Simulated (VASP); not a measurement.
# CaHBr (P4/nmm) in VASP: notebook

Runs on CaHBr. Level: LDA. Tasks: single point, relaxation of cell and atoms.

Everything below comes from runs of VASP 6.6.1. Logs are shortened: lines on timing, memory, paths and dates and some standing lists are left out, and cuts for length are marked.

## 1. The cell of the first run

It takes space group P4/nmm (No. 129, tetragonal). Conventional cell: a = 3.778 Å, b = 3.778 Å, c = 7.428 Å, α = 90.00°, β = 90.00°, γ = 90.00°. Ca (site symmetry 4mm) has 4 H at 2.27 Å and 4 Br at 2.94 Å within 3.0 Å. H (site symmetry -4m2) has 4 Ca at 2.27 Å and 4 H at 2.67 Å within 3.0 Å. Br (site symmetry 4mm) has 6 Ca at 2.94 to 3.75 Å and 4 H at 3.13 Å and 8 Br at 3.62 to 3.78 Å within 3.9 Å.

## 2. Single point, LDA

INCAR

```
  PREC = Accurate
  ENCUT = 520
  EDIFF = 1E-6
  ISMEAR = -1
  SIGMA = 0.05
  LREAL = False
  LASPH = True
  NELM = 100
  ALGO = Fast
  ISIF = 2
  LWAVE = False
  LCHARG = False
  GGA = CA
  NBANDS = 27
```

KPOINTS

```
Automatic mesh
0
Gamma
  7 7 3
```

POSCAR

```
CaHBr
1.0
    3.7781353504      0.0000000000      0.0000000000
    0.0000000000      3.7781353504      0.0000000000
    0.0000000000      0.0000000000      7.4279768104
Ca H Br
2 2 2
Direct
    0.0000000000      0.5000000000      0.1693412682
    0.5000000000      0.0000000000      0.8306587318
    0.0000000000      0.0000000000      0.0000000000
    0.5000000000      0.5000000000      0.0000000000
    0.0000000000      0.5000000000      0.6639440917
    0.5000000000      0.0000000000      0.3360559083
```

Potentials or basis: VASP PAW LDA potentials, release 64 (Ca_sv, H, Br).

The run is started by

```
> cat potpaw_LDA.64/Ca_sv/POTCAR potpaw_LDA.64/H/POTCAR potpaw_LDA.64/Br/POTCAR > POTCAR
> mpirun -np 1 vasp_std > vasp.out
```

OUTCAR:

```text
PREC = Accurate
   ENCUT = 520
   EDIFF = 1E-6
   ISMEAR = -1
   LREAL = False
   LASPH = True
   NELM = 100
   ISIF = 2
   GGA = CA

 ion  position               nearest neighbor table
   1  0.000  0.500  0.169-   6 2.94   6 2.94   6 2.94   6 2.94
   2  0.500  0.000  0.831-   5 2.94   5 2.94   5 2.94   5 2.94
   3  0.000  0.000  0.000-
   4  0.500  0.500  0.000-
   5  0.000  0.500  0.664-   2 2.94   2 2.94   2 2.94   2 2.94
   6  0.500  0.000  0.336-   1 2.94   1 2.94   1 2.94   1 2.94

  LATTYP: Found a simple tetragonal cell.
 ALAT       =     3.7781353504
 C/A-ratio  =     1.9660430666

  Lattice vectors:

 A1 = (   3.7781353504,   0.0000000000,   0.0000000000)
 A2 = (   0.0000000000,   3.7781353504,   0.0000000000)
 A3 = (   0.0000000000,   0.0000000000,   7.4279768104)

Analysis of symmetry for initial positions (statically):
=====================================================================
 Subroutine PRICEL returns:
 Original cell was already a primitive cell.

 Routine SETGRP: Setting up the symmetry group for a
 simple tetragonal supercell.

 Subroutine GETGRP returns: Found 16 space group operations
 (whereof  8 operations were pure point group operations)
 out of a pool of 16 trial point group operations.

The static configuration has the point symmetry D_2d.
 The point group associated with its full space group is D_4h.

Analysis of symmetry for dynamics (positions and initial velocities):
=====================================================================
 Subroutine PRICEL returns:
 Original cell was already a primitive cell.

 Routine SETGRP: Setting up the symmetry group for a
 simple tetragonal supercell.

 Subroutine GETGRP returns: Found 16 space group operations
 (whereof  8 operations were pure point group operations)
 out of a pool of 16 trial point group operations.

The dynamic configuration has the point symmetry D_2d.
 The point group associated with its full space group is D_4h.

 Subroutine INISYM returns: Found 16 space group operations
 (whereof  8 operations are pure point group operations),
 and found     1 'primitive' translations

----------------------------------------------------------------------------------------

                                     Primitive cell

  volume of cell :     106.0292

  direct lattice vectors                    reciprocal lattice vectors
     3.778135350  0.000000000  0.000000000     0.264680830  0.000000000  0.000000000
     0.000000000  3.778135350  0.000000000     0.000000000  0.264680830  0.000000000
     0.000000000  0.000000000  7.427976810     0.000000000  0.000000000  0.134626161

  length of vectors
     3.778135350  3.778135350  7.427976810     0.264680830  0.264680830  0.134626161

  position of ions in fractional coordinates (direct lattice)
     0.000000000  0.500000000  0.169341268
     0.500000000  0.000000000  0.830658732
     0.000000000  0.000000000  0.000000000
     0.500000000  0.500000000  0.000000000
     0.000000000  0.500000000  0.663944092
     0.500000000  0.000000000  0.336055908

  ion indices of the primitive-cell ions
   primitive index   ion index
                 1           1
                 2           2
                 3           3
                 4           4
                 5           5
                 6           6

----------------------------------------------------------------------------------------

 KPOINTS: Automatic mesh

Automatic generation of k-mesh.
 Grid dimensions read from file:
 generate k-points for:    7    7    3

 Generating k-lattice:

  Cartesian coordinates                     Fractional coordinates (reciprocal lattice)
     0.037811547  0.000000000  0.000000000     0.142857143  0.000000000  0.000000000
     0.000000000  0.037811547  0.000000000     0.000000000  0.142857143  0.000000000
     0.000000000  0.000000000  0.044875387     0.000000000  0.000000000  0.333333333

  Length of vectors
     0.037811547  0.037811547  0.044875387

  Shift w.r.t. Gamma in fractional coordinates (k-lattice)
     0.000000000  0.000000000  0.000000000

 Subroutine IBZKPT returns following result:
 ===========================================

 Found     20 irreducible k-points:

 Following reciprocal coordinates:
            Coordinates               Weight
  0.000000  0.000000  0.000000      1.000000
  0.142857  0.000000  0.000000      4.000000
  0.285714  0.000000  0.000000      4.000000
  0.428571  0.000000  0.000000      4.000000
  0.142857  0.142857  0.000000      4.000000
  0.285714  0.142857  0.000000      8.000000
[... 12 lines left out ...]
  0.428571  0.285714  0.333333     16.000000
  0.428571  0.428571  0.333333      8.000000
   k-points           NKPTS =     20   k-points in BZ     NKDIM =     20   number of bands    NBANDS=     27
   number of dos      NEDOS =    301   number of ions     NIONS =      6
   total plane-waves  NPLWV =  43904
   dimension x,y,z NGX =    28 NGY =   28 NGZ =   56
   dimension x,y,z NGXF=    56 NGYF=   56 NGZF=  112
   ions per type =               2   2   2
   NGX,Y,Z   is equivalent  to a cutoff of  12.32, 12.32, 12.53 a.u.
   NGXF,Y,Z  is equivalent  to a cutoff of  24.64, 24.64, 25.07 a.u.
 SYSTEM =  unknown system
   PREC   = accura    normal or accurate (medium, high low for compatibility)
   ISTART =      0    job   : 0-new  1-cont  2-samecut
   ICHARG =      2    charge: 1-file 2-atom 10-const
   ISPIN  =      1    spin polarized calculation?
   LNONCOLLINEAR =      F non collinear calculations
   LSORBIT =      F    spin-orbit coupling
   LASPH  =      T    aspherical Exc in radial PAW
   ENCUT  =  520.0 eV  38.22 Ry    6.18 a.u.   7.02  7.02 13.81*2*pi/ulx,y,z
   NELM   =    100;   NELMIN=  2; NELMDL= -5     # of ELM steps
   EDIFF  = 0.1E-05   stopping-criterion for ELM
   LREAL  =      F    real-space projection
   EDIFFG = 0.1E-04   stopping-criterion for IOM
   NSW    =      0    number of steps for IOM
   IBRION =     -1    ionic relax: 0-MD 1-quasi-New 2-CG
   NFREE  =      0    steps in history (QN), initial steepest desc. (CG)
   ISIF   =      2    stress and relaxation
   ISYM   =      2    0-nonsym 1-usesym 2-fastsym
   POTIM  = 0.5000    time-step for ionic-motion
   TEBEG  =    0.0;   TEEND  =   0.0 temperature during run
   PSTRESS=    0.0 pullay stress
   NELECT =      36.0000    total number of electrons
   NUPDOWN=      -1.0000    fix difference up-down
   EMIN   =  10.00;   EMAX   =-10.00  energy-range for DOS
   EFERMI =   0.00;   METHOD = LEGACY
   ISMEAR =    -1;   SIGMA  =   0.05  broadening in eV -4-tet -1-fermi 0-gaus
   EFERMI_NEDOS =   21; number of points for ismear=-14 and -15
   IALGO  =     68    algorithm
   IMIX   =      4    mixing-type and parameters
     AMIX     =   0.40;   BMIX     =  1.00
     AMIX_MAG =   1.60;   BMIX_MAG =  1.00
  volume/ion in A,a.u.               =      17.67       119.25
  Fermi-wavevector in a.u.,A,eV,Ry     =   1.142090  2.158238 17.747037  1.304370
  Thomas-Fermi vector in A             =   2.278789
   LORBIT       =      0    0 simple, 1 ext, 2 COOP (PROOUT), +10 PAW based schemes
   GGA     = CA    functional components
   LHFCALC =     F    Hartree Fock is set to
   AEXX    =    0.0000 exact exchange contribution
   IVDW    =     0    specifies the selected vdW correction
   LEPSILON=     F    determine dielectric tensor
   LRPA    =     F    only Hartree local field effects (RPA)
 non-spin polarized calculation
 RMM-DIIS sequential band-by-band and
  energy-cutoff  :      520.00
  volume of cell :      106.03
 maximum number of plane-waves:      2876
   NGX = 15   NGY = 15   NGZ = 27

 number of electron      35.9999991 magnetization

 Free energy of the ion-electron system (eV)
  ---------------------------------------------------
  ext. energy  EPLUGINS =         0.00000000
  ---------------------------------------------------
  free energy    TOTEN  =       -24.18604091 eV

  energy without entropy =      -24.18604091  energy(sigma->0) =      -24.18604091

 E-fermi :   2.8941     XC(G=0):  -9.8066

 val. band max:        1.7156456204   @ k =   0.1429   0.0000   0.3333
 cond. band min:       5.3594656791   @ k =   0.0000   0.0000   0.3333
 fundamental gap:      3.6438200588
 Fermi energy:         2.8941387629

 k-point     1 :       0.0000    0.0000    0.0000
  band No.  band energies     occupation
      1     -36.5323      2.00000
      2     -36.5061      2.00000
      3     -17.9956      2.00000
      4     -17.8421      2.00000
      5     -17.8333      2.00000
      6     -17.8333      2.00000
[... 19 lines left out ...]
     26       8.3290      0.00000
     27       8.3862      0.00000

 k-point     2 :       0.1429    0.0000    0.0000
  band No.  band energies     occupation
      1     -36.5291      2.00000
      2     -36.5055      2.00000
      3     -17.9847      2.00000
      4     -17.8948      2.00000
      5     -17.8272      2.00000
      6     -17.8141      2.00000
[... 19 lines left out ...]
     26       8.6142      0.00000
     27       8.7097      0.00000

 k-point     3 :       0.2857    0.0000    0.0000
  band No.  band energies     occupation
      1     -36.5212      2.00000
      2     -36.5049      2.00000
      3     -17.9745      2.00000
      4     -17.9712      2.00000
      5     -17.8738      2.00000
      6     -17.8149      2.00000
[... 19 lines left out ...]
     26       8.1282      0.00000
     27       8.9909      0.00000

 k-point     4 :       0.4286    0.0000    0.0000
  band No.  band energies     occupation
      1     -36.5126      2.00000
      2     -36.5068      2.00000
      3     -18.0222      2.00000
      4     -18.0134      2.00000
      5     -17.8660      2.00000
      6     -17.8343      2.00000
[... 19 lines left out ...]
     26       8.5684      0.00000
     27       9.0157      0.00000

 k-point     5 :       0.1429    0.1429    0.0000
  band No.  band energies     occupation
      1     -36.5261      2.00000
      2     -36.5048      2.00000
      3     -17.9752      2.00000
      4     -17.8973      2.00000
      5     -17.8636      2.00000
      6     -17.8233      2.00000
[... 19 lines left out ...]
     26       8.3753      0.00000
     27       8.9899      0.00000

 k-point     6 :       0.2857    0.1429    0.0000
  band No.  band energies     occupation
      1     -36.5186      2.00000
      2     -36.5039      2.00000
      3     -17.9680      2.00000
      4     -17.9578      2.00000
      5     -17.8729      2.00000
      6     -17.8575      2.00000
[... 324 lines left out ...]
      1     -36.5105      2.00000
      2     -36.5053      2.00000
      3     -18.0117      2.00000
      4     -18.0064      2.00000
      5     -17.8612      2.00000
      6     -17.8448      2.00000
[... 19 lines left out ...]
     26       8.4375      0.00000
     27       8.6807      0.00000

 k-point    18 :       0.2857    0.2857    0.3333
  band No.  band energies     occupation
      1     -36.5122      2.00000
      2     -36.5021      2.00000
      3     -17.9670      2.00000
      4     -17.9310      2.00000
      5     -17.9251      2.00000
      6     -17.8711      2.00000
[... 19 lines left out ...]
     26       8.7876      0.00000
     27       9.0891      0.00000

 k-point    19 :       0.4286    0.2857    0.3333
  band No.  band energies     occupation
      1     -36.5057      2.00000
      2     -36.5021      2.00000
      3     -17.9892      2.00000
      4     -17.9833      2.00000
      5     -17.8887      2.00000
      6     -17.8671      2.00000
[... 19 lines left out ...]
     26       8.8183      0.00000
     27       9.1894      0.00000

 k-point    20 :       0.4286    0.4286    0.3333
  band No.  band energies     occupation
      1     -36.5013      2.00000
      2     -36.5000      2.00000
      3     -17.9903      2.00000
      4     -17.9849      2.00000
      5     -17.8942      2.00000
      6     -17.8711      2.00000
[... 19 lines left out ...]
     26       9.1758      0.00000
     27       9.2976      0.00000

------------------------ aborting loop because EDIFF is reached ----------------------------------------

  FORCE on cell =-STRESS in cart. coord.  units (eV):
  Direction    XX          YY          ZZ          XY          YZ          ZX
  --------------------------------------------------------------------------------------
  -------------------------------------------------------------------------------------
  Total        0.1440901      0.1440901      0.0663389      0.0000000      0.0000000     -0.0000000
  in kB        2.1773047      2.1773047      1.0024276      0.0000000      0.0000000     -0.0000000
  external PRESSURE =       1.7856790 kB  Pullay stress =       0.0000000 kB

 VOLUME and BASIS-vectors are now :
 -----------------------------------------------------------------------------
  energy-cutoff  :      520.00
  volume of cell :      106.03
      direct lattice vectors                 reciprocal lattice vectors
     3.778135350  0.000000000  0.000000000     0.264680830  0.000000000  0.000000000
     0.000000000  3.778135350  0.000000000     0.000000000  0.264680830  0.000000000
     0.000000000  0.000000000  7.427976810     0.000000000  0.000000000  0.134626161

 POSITION                                       TOTAL-FORCE (eV/Angst)
 -----------------------------------------------------------------------------------
      0.00000      1.88907      1.25786         0.000000      0.000000      0.005802
      1.88907      0.00000      6.17011        -0.000000     -0.000000     -0.005802
      0.00000      0.00000      0.00000         0.000000     -0.000000     -0.000000
      1.88907      1.88907      0.00000         0.000000     -0.000000     -0.000000
      0.00000      1.88907      4.93176         0.000000     -0.000000     -0.012600
      1.88907      0.00000      2.49622        -0.000000     -0.000000      0.012600
 -----------------------------------------------------------------------------------
    total drift:                                0.000000      0.000000     -0.000000

  FREE ENERGIE OF THE ION-ELECTRON SYSTEM (eV)
  ---------------------------------------------------
  free  energy   TOTEN  =       -24.1860409083 eV

  energy  without entropy=      -24.1860409083  energy(sigma->0) =      -24.18604091
```

It took 48 s on 1 thread of Intel Xeon Platinum 8488C (Sapphire Rapids), shared host; peak memory 0.19 GiB.

What came out:

```yaml
Free_energy: -24.1860 eV
Pressure: 0.2 GPa
Largest_force: 0.013 eV/Å
Band_gap_on_the_k_mesh: 3.64 eV (least direct gap 3.71 eV)
```

Forces in eV/Å, atoms in the order of the input:
```
Ca   0.000  0.000  0.006
Ca   0.000  0.000 -0.006
H    0.000  0.000  0.000
H    0.000  0.000  0.000
Br   0.000  0.000 -0.013
Br   0.000  0.000  0.013
```

Caveat: an odd mesh through Γ misses points on the zone boundary, where band edges can lie.

(Part 1 of 2 ends here.)
